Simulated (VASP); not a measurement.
A run of VASP 6.6.1:

File INCAR:

```
PREC = Accurate ; ENCUT = 500
EDIFF = 1E-6 ; ISMEAR = 0
SIGMA = 0.1 ; LREAL = F
LASPH = T ; NELM = 120
ALGO = Normal ; ISIF = 2
LWAVE = F ; LCHARG = T
GGA = PE ; IVDW = 12
LELF = T ; LVHAR = T
NBANDS = 35 ; GGA_COMPAT = F
```

KPOINTS

```
Automatic mesh
0
Gamma
  6 6 2
```

File POSCAR:

```
Te2Mo
1.0
    3.4563090681      0.0000000000      0.0000000000
   -1.7281545341      2.9932514563      0.0000000000
    0.0000000000      0.0000000000     13.5725309025
Te Mo
4 2
Direct
    0.3333333333      0.6666666667      0.3828211406
    0.6666666667      0.3333333333      0.6171788594
    0.6666666667      0.3333333333      0.8828211406
    0.3333333333      0.6666666667      0.1171788594
    0.3333333333      0.6666666667      0.7500000000
    0.6666666667      0.3333333333      0.2500000000
```

Potentials or basis: VASP PAW PBE potentials, release 64 (Te, Mo_sv).

Run with:

```bash
$ cat potpaw_PBE.64/Te/POTCAR potpaw_PBE.64/Mo_sv/POTCAR > POTCAR
$ mpirun -np 1 vasp_std > vasp.out
```

Hardware: 1 thread of Intel(R) Xeon(R) Platinum 8488C (Sapphire Rapids), on a shared host.

Problem. How long does it take, and how much memory?

Solution. Run time: 86 s on 1 thread of Intel(R) Xeon(R) Platinum 8488C (Sapphire Rapids), with other jobs on the host, peak memory 0.29 GiB. Counts: scf iterations 17, k points 14.
